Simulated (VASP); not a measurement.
# TiSi2 (Immm) in VASP: notebook

TiSi2 is run at these levels: PBE+D3(BJ), PBE+D4; tasks: single point.

Everything below comes from runs of VASP 6.6.1. Logs are shortened: lines on timing, memory, paths and dates and some standing lists are left out, and cuts for length are marked.

### 1 The cell of the first run

Symmetry: Immm, No. 71, orthorhombic system. The conventional cell has a = 2.915 Å, b = 3.386 Å, c = 8.311 Å, α = 90.00°, β = 90.00°, γ = 90.00°. Ti (site symmetry mmm) has 10 Si at 2.64 to 2.74 Å and 4 Ti at 2.91 to 3.39 Å within 3.5 Å. Within 3.4 Å of Si (site symmetry mm2) lie 9 Si at 2.60 to 3.39 Å and 5 Ti at 2.64 to 2.74 Å.

### 2 Single point, PBE+D3(BJ)

INCAR reads:

```
ALGO = Normal
EDIFF = 1E-6
ENCUT = 520
GGA = PE
ISIF = 2
ISMEAR = -1
IVDW = 12
LASPH = T
LCHARG = T
LELF = T
LREAL = F
LVHAR = T
LWAVE = F
NBANDS = 17
NELM = 80
PREC = Accurate
SIGMA = 0.05
```

KPOINTS reads:

```
k-points
0
Gamma
  12 12 12
```

POSCAR reads:

```
TiSi2
1.0
   -1.4574532488      1.6928451962      4.1555977400
    1.4574532488     -1.6928451962      4.1555977400
    1.4574532488      1.6928451962     -4.1555977400
Ti Si
1 2
Direct
    0.0000000000      0.0000000000      0.0000000000
    0.6701167882      0.6701167882      0.0000000000
    0.3298832118      0.3298832118      0.0000000000
```

Potentials or basis: VASP PAW PBE potentials, release 64 (Ti_sv, Si).

The run is started by

```sh
> cat potpaw_PBE.64/Ti_sv/POTCAR potpaw_PBE.64/Si/POTCAR > POTCAR
> mpirun -np 1 vasp_std > vasp.out
```

OUTCAR:

```text
EDIFF = 1E-6
   ENCUT = 520
   GGA = PE
   ISIF = 2
   ISMEAR = -1
   IVDW = 12
   LASPH = T
   LREAL = F
   NELM = 80
   PREC = Accurate
 IVDW          = 12

 ion  position               nearest neighbor table
   1  0.000  0.000  0.000-   2 2.64   3 2.64   2 2.64   3 2.64   2 2.64   3 2.64   3 2.64   2 2.64
                             2 2.74   3 2.74
   2  0.670  0.670  0.000-   3 2.60   3 2.60   3 2.60   3 2.60   1 2.64   1 2.64   1 2.64   1 2.64
                             1 2.74   3 2.83
   3  0.330  0.330  0.000-   2 2.60   2 2.60   2 2.60   2 2.60   1 2.64   1 2.64   1 2.64   1 2.64
                             1 2.74   2 2.83

  LATTYP: Found a body centered orthorhombic cell.
 ALAT       =     2.9149064976
 B/A-ratio  =     1.1615090896
 C/A-ratio  =     2.8512734411

  Lattice vectors:

 A1 = (  -1.4574532488,   1.6928451962,   4.1555977400)
 A2 = (   1.4574532488,  -1.6928451962,   4.1555977400)
 A3 = (   1.4574532488,   1.6928451962,  -4.1555977400)

Analysis of symmetry for initial positions (statically):
=====================================================================
 Subroutine PRICEL returns:
 Original cell was already a primitive cell.

 Routine SETGRP: Setting up the symmetry group for a
 body centered orthorhombic supercell.

 Subroutine GETGRP returns: Found  8 space group operations
 (whereof  8 operations were pure point group operations)
 out of a pool of  8 trial point group operations.

The static configuration has the point symmetry D_2h.

Analysis of symmetry for dynamics (positions and initial velocities):
=====================================================================
 Subroutine PRICEL returns:
 Original cell was already a primitive cell.

 Routine SETGRP: Setting up the symmetry group for a
 body centered orthorhombic supercell.

 Subroutine GETGRP returns: Found  8 space group operations
 (whereof  8 operations were pure point group operations)
 out of a pool of  8 trial point group operations.

The dynamic configuration has the point symmetry D_2h.

 Subroutine INISYM returns: Found  8 space group operations
 (whereof  8 operations are pure point group operations),
 and found     1 'primitive' translations

----------------------------------------------------------------------------------------

                                     Primitive cell

  volume of cell :      41.0115

  direct lattice vectors                    reciprocal lattice vectors
    -1.457453249  1.692845196  4.155597740     0.000000000  0.295360734  0.120319634
     1.457453249 -1.692845196  4.155597740     0.343064177  0.000000000  0.120319634
     1.457453249  1.692845196 -4.155597740     0.343064177  0.295360734  0.000000000

  length of vectors
     4.717932535  4.717932535  4.717932535     0.318927543  0.363551708  0.452693045

  position of ions in fractional coordinates (direct lattice)
     0.000000000  0.000000000  0.000000000
     0.670116788  0.670116788  0.000000000
     0.329883212  0.329883212  0.000000000

  ion indices of the primitive-cell ions
   primitive index   ion index
                 1           1
                 2           2
                 3           3

----------------------------------------------------------------------------------------

 KPOINTS: k-points

Automatic generation of k-mesh.
 Grid dimensions read from file:
 generate k-points for:   12   12   12

 Generating k-lattice:

  Cartesian coordinates                     Fractional coordinates (reciprocal lattice)
     0.000000000  0.024613395  0.010026636     0.083333333  0.000000000  0.000000000
     0.028588681  0.000000000  0.010026636     0.000000000  0.083333333  0.000000000
     0.028588681  0.024613395  0.000000000     0.000000000  0.000000000  0.083333333

  Length of vectors
     0.026577295  0.030295976  0.037724420

  Shift w.r.t. Gamma in fractional coordinates (k-lattice)
     0.000000000  0.000000000  0.000000000

 Subroutine IBZKPT returns following result:
 ===========================================

 Found    280 irreducible k-points:

 Following reciprocal coordinates:
            Coordinates               Weight
  0.000000  0.000000  0.000000      1.000000
  0.083333 -0.000000  0.000000      4.000000
  0.166667 -0.000000  0.000000      4.000000
  0.250000 -0.000000  0.000000      4.000000
  0.333333 -0.000000  0.000000      4.000000
  0.416667 -0.000000  0.000000      4.000000
[... 16 lines left out ...]
  0.250000  0.166667  0.000000      8.000000
  0.333333  0.166667  0.000000      8.000000
 [... further k-points ...]
   k-points           NKPTS =    280   k-points in BZ     NKDIM =    280   number of bands    NBANDS=     17
   number of dos      NEDOS =    301   number of ions     NIONS =      3
   total plane-waves  NPLWV =  46656
   dimension x,y,z NGX =    36 NGY =   36 NGZ =   36
   dimension x,y,z NGXF=    72 NGYF=   72 NGZF=   72
   ions per type =               1   2
   NGX,Y,Z   is equivalent  to a cutoff of  12.69, 12.69, 12.69 a.u.
   NGXF,Y,Z  is equivalent  to a cutoff of  25.37, 25.37, 25.37 a.u.
 SYSTEM =  unknown system
   PREC   = accura    normal or accurate (medium, high low for compatibility)
   ISTART =      0    job   : 0-new  1-cont  2-samecut
   ICHARG =      2    charge: 1-file 2-atom 10-const
   ISPIN  =      1    spin polarized calculation?
   LNONCOLLINEAR =      F non collinear calculations
   LSORBIT =      F    spin-orbit coupling
   LASPH  =      T    aspherical Exc in radial PAW
   ENCUT  =  520.0 eV  38.22 Ry    6.18 a.u.   8.77  8.77  8.77*2*pi/ulx,y,z
   NELM   =     80;   NELMIN=  2; NELMDL= -5     # of ELM steps
   EDIFF  = 0.1E-05   stopping-criterion for ELM
   LREAL  =      F    real-space projection
   EDIFFG = 0.1E-04   stopping-criterion for IOM
   NSW    =      0    number of steps for IOM
   IBRION =     -1    ionic relax: 0-MD 1-quasi-New 2-CG
   NFREE  =      0    steps in history (QN), initial steepest desc. (CG)
   ISIF   =      2    stress and relaxation
   ISYM   =      2    0-nonsym 1-usesym 2-fastsym
   POTIM  = 0.5000    time-step for ionic-motion
   TEBEG  =    0.0;   TEEND  =   0.0 temperature during run
   PSTRESS=    0.0 pullay stress
   NELECT =      20.0000    total number of electrons
   NUPDOWN=      -1.0000    fix difference up-down
   EMIN   =  10.00;   EMAX   =-10.00  energy-range for DOS
   EFERMI =   0.00;   METHOD = LEGACY
   ISMEAR =    -1;   SIGMA  =   0.05  broadening in eV -4-tet -1-fermi 0-gaus
   EFERMI_NEDOS =   21; number of points for ismear=-14 and -15
   IALGO  =     38    algorithm
   IMIX   =      4    mixing-type and parameters
     AMIX     =   0.40;   BMIX     =  1.00
     AMIX_MAG =   1.60;   BMIX_MAG =  1.00
  volume/ion in A,a.u.               =      13.67        92.25
  Fermi-wavevector in a.u.,A,eV,Ry     =   1.288595  2.435091 22.592155  1.660477
  Thomas-Fermi vector in A             =   2.420539
   LORBIT       =      0    0 simple, 1 ext, 2 COOP (PROOUT), +10 PAW based schemes
   GGA     = PE    functional components
   LHFCALC =     F    Hartree Fock is set to
   AEXX    =    0.0000 exact exchange contribution
   IVDW    =    12    specifies the selected vdW correction
   LEPSILON=     F    determine dielectric tensor
   LRPA    =     F    only Hartree local field effects (RPA)
 non-spin polarized calculation
  energy-cutoff  :      520.00
  volume of cell :       41.01
 maximum number of plane-waves:      1129
   NGX = 17   NGY = 17   NGZ = 17

 number of electron      20.0000000 magnetization

 Free energy of the ion-electron system (eV)
  ---------------------------------------------------
  ext. energy  EPLUGINS =         0.00000000
  ---------------------------------------------------
  free energy    TOTEN  =       -19.83236596 eV

  energy without entropy =      -19.82165485  energy(sigma->0) =      -19.82701040

 E-fermi :  10.4315     XC(G=0): -11.8518

 val. band max:       10.4277784828   @ k =   0.5000   0.1667   0.0000
 cond. band min:      10.4419989133   @ k =  -0.0833   0.4167   0.0000
 fundamental gap:      0.0142204305
 Fermi energy:        10.4314803794

 k-point     1 :       0.0000    0.0000    0.0000
  band No.  band energies     occupation
      1     -45.7254      2.00000
      2     -22.0653      2.00000
      3     -22.0407      2.00000
      4     -21.7762      2.00000
      5      -2.3676      2.00000
      6       5.5563      2.00000
[... 9 lines left out ...]
     16      16.1265      0.00000
     17      16.3219      0.00000

 k-point     2 :       0.0833   -0.0000    0.0000
  band No.  band energies     occupation
      1     -45.7249      2.00000
      2     -22.0648      2.00000
      3     -22.0481      2.00000
      4     -21.7757      2.00000
      5      -2.2629      2.00000
      6       5.3292      2.00000
[... 9 lines left out ...]
     16      16.0287      0.00000
     17      16.4624      0.00000

 k-point     3 :       0.1667   -0.0000    0.0000
  band No.  band energies     occupation
      1     -45.7235      2.00000
      2     -22.0683      2.00000
      3     -22.0631      2.00000
      4     -21.7743      2.00000
      5      -1.9526      2.00000
      6       4.8355      2.00000
[... 9 lines left out ...]
     16      16.3850      0.00000
     17      16.8706      0.00000

 k-point     4 :       0.2500   -0.0000    0.0000
  band No.  band energies     occupation
      1     -45.7216      2.00000
      2     -22.0956      2.00000
      3     -22.0611      2.00000
      4     -21.7723      2.00000
      5      -1.4479      2.00000
      6       4.0934      2.00000
[... 9 lines left out ...]
     16      17.2804      0.00000
     17      18.2272      0.00000
[... 343 lines left out ...]
      1     -45.7131      2.00000
      2     -22.0570      2.00000
      3     -22.0530      2.00000
      4     -21.8700      2.00000
      5      -1.3267      2.00000
      6       4.3768      2.00000
[... 9 lines left out ...]
     16      16.1960      0.00000
     17      17.1569      0.00000

 k-point    23 :       0.2500    0.1667    0.0000
  band No.  band energies     occupation
      1     -45.7112      2.00000
      2     -22.0832      2.00000
      3     -22.0511      2.00000
      4     -21.8674      2.00000
      5      -0.7996      2.00000
      6       3.9124      2.00000
[... 9 lines left out ...]
     16      16.2833      0.00000
     17      18.3882      0.00000

 k-point    24 :       0.3333    0.1667    0.0000
  band No.  band energies     occupation
      1     -45.7094      2.00000
      2     -22.1094      2.00000
      3     -22.0487      2.00000
      4     -21.8648      2.00000
      5      -0.1127      2.00000
      6       3.1995      2.00000
[... 9 lines left out ...]
     16      15.9093      0.00000
     17      18.4724      0.00000

 [... further k-points ...]

------------------------ aborting loop because EDIFF is reached ----------------------------------------

 Edisp (eV)   -1.65239

 E8    (eV) :    -0.7199

  FORCE on cell =-STRESS in cart. coord.  units (eV):
  Direction    XX          YY          ZZ          XY          YZ          ZX
  --------------------------------------------------------------------------------------
  -------------------------------------------------------------------------------------
  Total      -0.30262    -0.29121    -0.29983    -0.00000     0.00000     0.00000
  in kB     -11.82234   -11.37656   -11.71329    -0.00000     0.00000     0.00000
  external pressure =      -11.64 kB  Pullay stress =        0.00 kB

 VOLUME and BASIS-vectors are now :
 -----------------------------------------------------------------------------
  energy-cutoff  :      520.00
  volume of cell :       41.01
      direct lattice vectors                 reciprocal lattice vectors
    -1.457453249  1.692845196  4.155597740     0.000000000  0.295360734  0.120319634
     1.457453249 -1.692845196  4.155597740     0.343064177  0.000000000  0.120319634
     1.457453249  1.692845196 -4.155597740     0.343064177  0.295360734  0.000000000

 POSITION                                       TOTAL-FORCE (eV/Angst)
 -----------------------------------------------------------------------------------
      0.00000      0.00000      0.00000         0.000000      0.000000     -0.000000
      0.00000      0.00000      5.56947        -0.000000      0.000000      0.000976
      0.00000      0.00000      2.74172        -0.000000     -0.000000     -0.000976
 -----------------------------------------------------------------------------------
    total drift:                                0.000000     -0.000000     -0.000000

  FREE ENERGIE OF THE ION-ELECTRON SYSTEM (eV)
  ---------------------------------------------------
  free  energy   TOTEN  =       -21.4847544674 eV

  energy  without entropy=      -21.4740433592  energy(sigma->0) =      -21.47939891
```

Wall time 3.8 min (1 thread of Intel Xeon Platinum 8259CL at 2.50GHz (Skylake/Cascade Lake), shared host); peak memory 0.35 GiB.

What came out:

```
Free energy                : -21.4848 eV
Pressure                   : -1.2 GPa
Band gap on the k mesh     : zero (band 10 reaches 11.81 eV, above the bottom of band 11 at 9.40 eV)
Dispersion energy per atom : -0.551 eV
```

Caveat: three body term missing; pairwise dispersion overbinds metals, which lowers pressure and volume.

### 3 Single point, PBE+D4

This run uses another cell than the first one, of 13.76 Å³/atom, 1.007 times its volume.

INCAR reads:

```
ALGO = Normal ; EDIFF = 1E-6
ENCUT = 520 ; GGA = PE
ISIF = 2 ; ISMEAR = -1
IVDW = 13 ; LASPH = T
LCHARG = F ; LREAL = F
LWAVE = F ; NBANDS = 17
NELM = 80 ; PREC = Accurate
SIGMA = 0.05
```

KPOINTS is that of step 2.

POSCAR reads:

```
TiSi2
1.0
   -1.4623093558      1.6969268433      4.1589634499
    1.4623093558     -1.6969268433      4.1589634499
    1.4623093558      1.6969268433     -4.1589634499
Ti Si
1 2
Direct
    0.0000000000      0.0000000000      0.0000000000
    0.6698057241      0.6698057241      0.0000000000
    0.3301942759      0.3301942759      0.0000000000
```

Potentials or basis: VASP PAW PBE potentials, release 64 (Ti_sv, Si).

The run is started by

```sh
> cat potpaw_PBE.64/Ti_sv/POTCAR potpaw_PBE.64/Si/POTCAR > POTCAR
> mpirun -np 1 vasp_std > vasp.out
```

OUTCAR:

```text
EDIFF = 1E-6
   ENCUT = 520
   GGA = PE
   ISIF = 2
   ISMEAR = -1
   IVDW = 13
   LASPH = T
   LREAL = F
   NELM = 80
   PREC = Accurate

 ion  position               nearest neighbor table
   1  0.000  0.000  0.000-   3 2.65   2 2.65   2 2.65   2 2.65   2 2.65   3 2.65   3 2.65   3 2.65
                             2 2.75   3 2.75
   2  0.670  0.670  0.000-   3 2.61   3 2.61   3 2.61   3 2.61   1 2.65   1 2.65   1 2.65   1 2.65
                             1 2.75   3 2.82
   3  0.330  0.330  0.000-   2 2.61   2 2.61   2 2.61   2 2.61   1 2.65   1 2.65   1 2.65   1 2.65
                             1 2.75   2 2.82

  LATTYP: Found a body centered orthorhombic cell.
 ALAT       =     2.9246187116
 B/A-ratio  =     1.1604431282
 C/A-ratio  =     2.8441064358

  Lattice vectors:

 A1 = (  -1.4623093558,   1.6969268433,   4.1589634499)
 A2 = (   1.4623093558,  -1.6969268433,   4.1589634499)
 A3 = (   1.4623093558,   1.6969268433,  -4.1589634499)

Analysis of symmetry for initial positions (statically):
=====================================================================
 Subroutine PRICEL returns:
 Original cell was already a primitive cell.

[... 173 lines left out ...]
 cond. band min:      10.3484139302   @ k =   0.4167   0.1667   0.0000
 fundamental gap:      0.0086593179
 Fermi energy:        10.3432824986

 k-point     1 :       0.0000    0.0000    0.0000
  band No.  band energies     occupation
      1     -45.8279      2.00000
      2     -22.1644      2.00000
      3     -22.1423      2.00000
      4     -21.8838      2.00000
      5      -2.3966      2.00000
      6       5.4945      2.00000
[... 457 lines left out ...]
      4     -21.9695      2.00000
      5      -0.1515      2.00000
      6       3.1373      2.00000
[... 9 lines left out ...]
     16      15.7801      0.00000
     17      18.3562      0.00000

 [... further k-points ...]

------------------------ aborting loop because EDIFF is reached ----------------------------------------

  DFT-D4 for vdW energy calculation

  Edisp (eV):   -1.20319

  FORCE on cell =-STRESS in cart. coord.  units (eV):
  Direction    XX          YY          ZZ          XY          YZ          ZX
  --------------------------------------------------------------------------------------
  -------------------------------------------------------------------------------------
  Total      -0.02007    -0.01616    -0.01238    -0.00000     0.00000     0.00000
  in kB      -0.77891    -0.62738    -0.48057    -0.00000     0.00000     0.00000
  external pressure =       -0.63 kB  Pullay stress =        0.00 kB

 VOLUME and BASIS-vectors are now :
 -----------------------------------------------------------------------------
  energy-cutoff  :      520.00
  volume of cell :       41.28
      direct lattice vectors                 reciprocal lattice vectors
    -1.462309356  1.696926843  4.158963450     0.000000000  0.294650298  0.120222264
     1.462309356 -1.696926843  4.158963450     0.341924914  0.000000000  0.120222264
     1.462309356  1.696926843 -4.158963450     0.341924914  0.294650298  0.000000000

 POSITION                                       TOTAL-FORCE (eV/Angst)
 -----------------------------------------------------------------------------------
      0.00000      0.00000      0.00000         0.000000     -0.000000      0.000000
      0.00000      0.00000      5.57140         0.000000      0.000000     -0.001157
      0.00000      0.00000      2.74653        -0.000000     -0.000000      0.001157
 -----------------------------------------------------------------------------------
    total drift:                               -0.000000      0.000000      0.000000

  FREE ENERGIE OF THE ION-ELECTRON SYSTEM (eV)
  ---------------------------------------------------
  free  energy   TOTEN  =       -21.0439410045 eV

  energy  without entropy=      -21.0331914560  energy(sigma->0) =      -21.03856623
```

OSZICAR:

```text
N       E                     dE             d eps       ncg     rms          rms(c)
DAV:   1     0.134082550481E+03    0.13408E+03   -0.96559E+03  9520   0.122E+03
DAV:   2    -0.124791436045E+02   -0.14656E+03   -0.14264E+03  9841   0.320E+02
DAV:   3    -0.213301031901E+02   -0.88510E+01   -0.86675E+01 14315   0.723E+01
DAV:   4    -0.215842962783E+02   -0.25419E+00   -0.25333E+00 11843   0.111E+01
DAV:   5    -0.215927106787E+02   -0.84144E-02   -0.84128E-02 14869   0.191E+00    0.128E+01
DAV:   6    -0.202198811092E+02    0.13728E+01   -0.15001E+01 12339   0.338E+01    0.508E+00
DAV:   7    -0.198817159136E+02    0.33817E+00   -0.29845E+00 12054   0.145E+01    0.363E+00
DAV:   8    -0.198536022153E+02    0.28114E-01   -0.44412E-01 11535   0.607E+00    0.111E+00
DAV:   9    -0.198420186653E+02    0.11584E-01   -0.14255E-01 11375   0.365E+00    0.455E-01
DAV:  10    -0.198407811789E+02    0.12375E-02   -0.72241E-03 11931   0.715E-01    0.155E-01
DAV:  11    -0.198408255422E+02   -0.44363E-04   -0.28288E-03 13028   0.439E-01    0.127E-01
DAV:  12    -0.198407493235E+02    0.76219E-04   -0.51412E-04 11611   0.222E-01    0.150E-02
DAV:  13    -0.198407479282E+02    0.13953E-05   -0.95533E-06 11089   0.268E-02    0.152E-02
DAV:  14    -0.198407471397E+02    0.78858E-06   -0.26959E-06 10577   0.147E-02
   1 F= -.21043941E+02 E0= -.21038566E+02  d E =-.107495E-01
```

Wall time 3.5 min (1 thread of Intel Xeon Platinum 8259CL at 2.50GHz (Skylake/Cascade Lake), shared host); peak memory 0.34 GiB.

Results:

```
Free energy                : -21.0439 eV
Pressure                   : -0.1 GPa
Band gap on the k mesh     : zero (band 10 reaches 11.70 eV, above the bottom of band 11 at 9.32 eV)
Dispersion energy per atom : -0.401 eV
```

Caveat: pairwise dispersion overbinds metals, which lowers pressure and volume.
